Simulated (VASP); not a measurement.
# PbF6 (Im-3m) in VASP: single point with PBE

Aim: the single point of PbF6 with PBE.

Program: VASP 6.6.1. These are calculated values, not measurements. Logs are shortened: lines on timing, memory, paths and dates and some standing lists are left out, and cuts for length are marked.

**1. The cell of the first run**

The structure is cubic, space group Im-3m (No. 229). Conventional cell: a = 6.256 Å, b = 6.256 Å, c = 6.256 Å, α = 90.00°, β = 90.00°, γ = 90.00°. Pb (site symmetry m-3m) has 6 F at 2.08 Å within 2.7 Å. Within 2.7 Å of F (site symmetry 4mm) lie 1 Pb at 2.08 Å and 1 F at 2.10 Å.

The cell was generated, and may not be a known phase.

**2. Single point, PBE**

Input file INCAR:

```
PREC = Accurate ; ENCUT = 1350
EDIFF = 1E-6 ; ISMEAR = 0
SIGMA = 0.1 ; LREAL = False
LASPH = True ; NELM = 120
ALGO = Normal ; ISIF = 2
LWAVE = False ; LCHARG = False
GGA = PE ; NBANDS = 37
GGA_COMPAT = False
```

Input file KPOINTS:

```
Automatic mesh
0
Gamma
  4 4 4
```

Input file POSCAR:

```
PbF6
1.0
   -3.1280302639      3.1280302639      3.1280302639
    3.1280302639     -3.1280302639      3.1280302639
    3.1280302639      3.1280302639     -3.1280302639
Pb F
1 6
Direct
    0.0000000000      0.0000000000      0.0000000000
    0.0000000000      0.6680185958      0.6680185958
    0.0000000000      0.3319814042      0.3319814042
    0.6680185958      0.0000000000      0.6680185958
    0.3319814042      0.0000000000      0.3319814042
    0.6680185958      0.6680185958      0.0000000000
    0.3319814042      0.3319814042      0.0000000000
```

Potentials or basis: VASP PAW PBE potentials, release 64 (Pb_d, F_h).

Launch:

```console
> cat potpaw_PBE.64/Pb_d/POTCAR potpaw_PBE.64/F_h/POTCAR > POTCAR
> mpirun -np 1 vasp_std > vasp.out
```

OUTCAR:

```text
PREC = Accurate
   ENCUT = 1350
   EDIFF = 1E-6
   ISMEAR = 0
   LREAL = False
   LASPH = True
   NELM = 120
   ISIF = 2
   GGA = PE

 ion  position               nearest neighbor table
   1  0.000  0.000  0.000-   2 2.08   3 2.08   4 2.08   5 2.08   6 2.08   7 2.08
   2  0.000  0.668  0.668-   1 2.08
   3  0.000  0.332  0.332-   1 2.08
   4  0.668  0.000  0.668-   1 2.08
   5  0.332  0.000  0.332-   1 2.08
   6  0.668  0.668  0.000-   1 2.08
   7  0.332  0.332  0.000-   1 2.08

  LATTYP: Found a body centered cubic cell.
 ALAT       =     6.2560605278

  Lattice vectors:

 A1 = (  -3.1280302639,   3.1280302639,   3.1280302639)
 A2 = (   3.1280302639,  -3.1280302639,   3.1280302639)
 A3 = (   3.1280302639,   3.1280302639,  -3.1280302639)

Analysis of symmetry for initial positions (statically):
=====================================================================
 Subroutine PRICEL returns:
 Original cell was already a primitive cell.

 Routine SETGRP: Setting up the symmetry group for a
 body centered cubic supercell.

 Subroutine GETGRP returns: Found 48 space group operations
 (whereof 48 operations were pure point group operations)
 out of a pool of 48 trial point group operations.

The static configuration has the point symmetry O_h .

Analysis of symmetry for dynamics (positions and initial velocities):
=====================================================================
 Subroutine PRICEL returns:
 Original cell was already a primitive cell.

 Routine SETGRP: Setting up the symmetry group for a
 body centered cubic supercell.

 Subroutine GETGRP returns: Found 48 space group operations
 (whereof 48 operations were pure point group operations)
 out of a pool of 48 trial point group operations.

The dynamic configuration has the point symmetry O_h .

 Subroutine INISYM returns: Found 48 space group operations
 (whereof 48 operations are pure point group operations),
 and found     1 'primitive' translations

----------------------------------------------------------------------------------------

                                     Primitive cell

  volume of cell :     122.4258

  direct lattice vectors                    reciprocal lattice vectors
    -3.128030264  3.128030264  3.128030264     0.000000000  0.159845001  0.159845001
     3.128030264 -3.128030264  3.128030264     0.159845001  0.000000000  0.159845001
     3.128030264  3.128030264 -3.128030264     0.159845001  0.159845001  0.000000000

  length of vectors
     5.417907345  5.417907345  5.417907345     0.226054968  0.226054968  0.226054968

  position of ions in fractional coordinates (direct lattice)
     0.000000000  0.000000000  0.000000000
     0.000000000  0.668018596  0.668018596
     0.000000000  0.331981404  0.331981404
     0.668018596  0.000000000  0.668018596
     0.331981404  0.000000000  0.331981404
     0.668018596  0.668018596  0.000000000
     0.331981404  0.331981404  0.000000000

  ion indices of the primitive-cell ions
   primitive index   ion index
                 1           1
                 2           2
                 3           3
                 4           4
                 5           5
                 6           6
                 7           7

----------------------------------------------------------------------------------------

 KPOINTS: Automatic mesh

Automatic generation of k-mesh.
 Grid dimensions read from file:
 generate k-points for:    4    4    4

 Generating k-lattice:

  Cartesian coordinates                     Fractional coordinates (reciprocal lattice)
     0.000000000  0.039961250  0.039961250     0.250000000  0.000000000  0.000000000
     0.039961250  0.000000000  0.039961250     0.000000000  0.250000000  0.000000000
     0.039961250  0.039961250  0.000000000     0.000000000  0.000000000  0.250000000

  Length of vectors
     0.056513742  0.056513742  0.056513742

  Shift w.r.t. Gamma in fractional coordinates (k-lattice)
     0.000000000  0.000000000  0.000000000

 Subroutine IBZKPT returns following result:
 ===========================================

 Found      8 irreducible k-points:

 Following reciprocal coordinates:
            Coordinates               Weight
  0.000000  0.000000  0.000000      1.000000
  0.250000  0.000000  0.000000     12.000000
  0.500000  0.000000  0.000000      6.000000
  0.250000  0.250000  0.000000     24.000000
  0.250000  0.250000  0.250000      2.000000
 -0.250000  0.250000  0.250000      6.000000
  0.500000  0.500000  0.250000     12.000000
  0.500000  0.500000  0.500000      1.000000
   k-points           NKPTS =      8   k-points in BZ     NKDIM =      8   number of bands    NBANDS=     37
   number of dos      NEDOS =    301   number of ions     NIONS =      7
   total plane-waves  NPLWV = 343000
   dimension x,y,z NGX =    70 NGY =   70 NGZ =   70
   dimension x,y,z NGXF=   140 NGYF=  140 NGZF=  140
   ions per type =               1   6
   NGX,Y,Z   is equivalent  to a cutoff of  21.48, 21.48, 21.48 a.u.
   NGXF,Y,Z  is equivalent  to a cutoff of  42.96, 42.96, 42.96 a.u.
 SYSTEM =  unknown system
   PREC   = accura    normal or accurate (medium, high low for compatibility)
   ISTART =      0    job   : 0-new  1-cont  2-samecut
   ICHARG =      2    charge: 1-file 2-atom 10-const
   ISPIN  =      1    spin polarized calculation?
   LNONCOLLINEAR =      F non collinear calculations
   LSORBIT =      F    spin-orbit coupling
   LASPH  =      T    aspherical Exc in radial PAW
   ENCUT  = 1350.0 eV  99.22 Ry    9.96 a.u.  16.23 16.23 16.23*2*pi/ulx,y,z
   NELM   =    120;   NELMIN=  2; NELMDL= -5     # of ELM steps
   EDIFF  = 0.1E-05   stopping-criterion for ELM
   LREAL  =      F    real-space projection
[... 7 lines left out ...]
   TEBEG  =    0.0;   TEEND  =   0.0 temperature during run
   PSTRESS=    0.0 pullay stress
   NELECT =      56.0000    total number of electrons
   NUPDOWN=      -1.0000    fix difference up-down
   EMIN   =  10.00;   EMAX   =-10.00  energy-range for DOS
   EFERMI =   0.00;   METHOD = LEGACY
   ISMEAR =     0;   SIGMA  =   0.10  broadening in eV -4-tet -1-fermi 0-gaus
   EFERMI_NEDOS =   21; number of points for ismear=-14 and -15
   IALGO  =     38    algorithm
   IMIX   =      4    mixing-type and parameters
     AMIX     =   0.40;   BMIX     =  1.00
     AMIX_MAG =   1.60;   BMIX_MAG =  1.00
  volume/ion in A,a.u.               =      17.49       118.02
  Fermi-wavevector in a.u.,A,eV,Ry     =   1.261382  2.383666 21.648013  1.591084
  Thomas-Fermi vector in A             =   2.394844
   LORBIT       =      0    0 simple, 1 ext, 2 COOP (PROOUT), +10 PAW based schemes
   GGA     = PE    functional components
   LHFCALC =     F    Hartree Fock is set to
   AEXX    =    0.0000 exact exchange contribution
   IVDW    =     0    specifies the selected vdW correction
   LEPSILON=     F    determine dielectric tensor
   LRPA    =     F    only Hartree local field effects (RPA)
 non-spin polarized calculation
 Gauss-broadening in eV      SIGMA  =   0.10
  energy-cutoff  :     1350.00
  volume of cell :      122.43
 maximum number of plane-waves:     13868
 NGX is ok and might be reduce to    70
   NGX = 33   NGY = 33   NGZ = 33

 number of electron      56.0000001 magnetization

 Free energy of the ion-electron system (eV)
  ---------------------------------------------------
  ext. energy  EPLUGINS =         0.00000000
  ---------------------------------------------------
  free energy    TOTEN  =       -21.44357361 eV

  energy without entropy =      -21.37993779  energy(sigma->0) =      -21.41175570

 E-fermi :  -3.5021     XC(G=0):  -8.0564

 val. band max:       -3.5257938858   @ k =   0.0000   0.0000   0.0000
 cond. band min:      -3.5011370010   @ k =   0.2500   0.0000   0.0000
 fundamental gap:      0.0246568848
 Fermi energy:        -3.5021348003

 k-point     1 :       0.0000    0.0000    0.0000
  band No.  band energies     occupation
      1     -24.1414      2.00000
      2     -23.9565      2.00000
      3     -23.9565      2.00000
      4     -23.1190      2.00000
      5     -23.1190      2.00000
      6     -23.1190      2.00000
[... 29 lines left out ...]
     36      10.7702      0.00000
     37      10.7702      0.00000

 k-point     2 :       0.2500    0.0000    0.0000
  band No.  band energies     occupation
      1     -24.0655      2.00000
      2     -23.9144      2.00000
      3     -23.8612      2.00000
      4     -23.2716      2.00000
      5     -23.2537      2.00000
      6     -23.1198      2.00000
[... 29 lines left out ...]
     36      10.8816      0.00000
     37      11.3828      0.00000

 k-point     3 :       0.5000    0.0000    0.0000
  band No.  band energies     occupation
      1     -24.0224      2.00000
      2     -23.7321      2.00000
      3     -23.6844      2.00000
      4     -23.5311      2.00000
      5     -23.4686      2.00000
      6     -23.1206      2.00000
[... 29 lines left out ...]
     36      10.9010      0.00000
     37      12.1787      0.00000

 k-point     4 :       0.2500    0.2500    0.0000
  band No.  band energies     occupation
      1     -23.9475      2.00000
      2     -23.8811      2.00000
      3     -23.7064      2.00000
      4     -23.4999      2.00000
      5     -23.2688      2.00000
      6     -23.2566      2.00000
[... 29 lines left out ...]
     36      10.8015      0.00000
     37      11.5310      0.00000

 k-point     5 :       0.2500    0.2500    0.2500
  band No.  band energies     occupation
      1     -23.7083      2.00000
      2     -23.7083      2.00000
      3     -23.7083      2.00000
      4     -23.5712      2.00000
      5     -23.4686      2.00000
      6     -23.4686      2.00000
[... 29 lines left out ...]
     36      10.8166      0.00000
     37      10.8166      0.00000

 k-point     6 :      -0.2500    0.2500    0.2500
  band No.  band energies     occupation
      1     -24.0644      2.00000
      2     -23.9766      2.00000
      3     -23.7053      2.00000
      4     -23.4977      2.00000
      5     -23.1206      2.00000
      6     -23.1206      2.00000
[... 29 lines left out ...]
     36      11.1324      0.00000
     37      11.1521      0.00000

 k-point     7 :       0.5000    0.5000    0.2500
  band No.  band energies     occupation
      1     -24.0246      2.00000
      2     -23.9112      2.00000
      3     -23.9010      2.00000
      4     -23.2684      2.00000
      5     -23.2594      2.00000
      6     -23.1214      2.00000
[... 29 lines left out ...]
     36      10.9355      0.00000
     37      10.9750      0.00000

 k-point     8 :       0.5000    0.5000    0.5000
  band No.  band energies     occupation
      1     -24.0508      2.00000
      2     -23.9967      2.00000
      3     -23.9967      2.00000
      4     -23.1223      2.00000
      5     -23.1223      2.00000
      6     -23.1223      2.00000
[... 29 lines left out ...]
     36      11.5267      0.00000
     37      11.5285      0.00000

------------------------ aborting loop because EDIFF is reached ----------------------------------------

  FORCE on cell =-STRESS in cart. coord.  units (eV):
  Direction    XX          YY          ZZ          XY          YZ          ZX
  --------------------------------------------------------------------------------------
  -------------------------------------------------------------------------------------
  Total       -0.0854215     -0.0854215     -0.0854215     -0.0000000     -0.0000000     -0.0000000
  in kB       -1.1179053     -1.1179053     -1.1179053     -0.0000000     -0.0000000     -0.0000000
  external PRESSURE =      -1.1179053 kB  Pullay stress =       0.0000000 kB

 VOLUME and BASIS-vectors are now :
 -----------------------------------------------------------------------------
  energy-cutoff  :     1350.00
  volume of cell :      122.43
      direct lattice vectors                 reciprocal lattice vectors
    -3.128030264  3.128030264  3.128030264     0.000000000  0.159845001  0.159845001
     3.128030264 -3.128030264  3.128030264     0.159845001  0.000000000  0.159845001
     3.128030264  3.128030264 -3.128030264     0.159845001  0.159845001  0.000000000

 POSITION                                       TOTAL-FORCE (eV/Angst)
 -----------------------------------------------------------------------------------
      0.00000      0.00000      0.00000        -0.000000      0.000000     -0.000000
      4.17916      0.00000      0.00000        -0.046741      0.000000     -0.000000
      2.07690      0.00000      0.00000         0.046741      0.000000     -0.000000
      0.00000      4.17916      0.00000        -0.000000     -0.046741     -0.000000
      0.00000      2.07690      0.00000        -0.000000      0.046741     -0.000000
      0.00000      0.00000      4.17916        -0.000000      0.000000     -0.046741
      0.00000      0.00000      2.07690        -0.000000      0.000000      0.046741
 -----------------------------------------------------------------------------------
    total drift:                               -0.000000      0.000000      0.000000

  FREE ENERGIE OF THE ION-ELECTRON SYSTEM (eV)
  ---------------------------------------------------
  free  energy   TOTEN  =       -21.4435736089 eV

  energy  without entropy=      -21.3799377907  energy(sigma->0) =      -21.41175570
```

It took 2.1 min on 1 thread of AMD EPYC 9R45 (Zen 5), shared host; peak memory 0.67 GiB.

What came out:

```yaml
Free_energy: -21.4436 eV
Pressure: -0.1 GPa
Largest_force: 0.047 eV/Å
Band_gap_on_the_k_mesh: zero (bands 28 and 29 overlap by 0.56 eV)
```

Forces in eV/Å, atoms in the order of the input:
```
Pb   0.000  0.000  0.000
F   -0.047  0.000  0.000
F    0.047  0.000  0.000
F    0.000 -0.047  0.000
F    0.000  0.047  0.000
F    0.000  0.000 -0.047
F    0.000  0.000  0.047
```

Caveat: spin-orbit coupling is left out, which moves the levels of the heavy elements.

The gap in the log of VASP goes by the Fermi energy; the results here count the filled bands.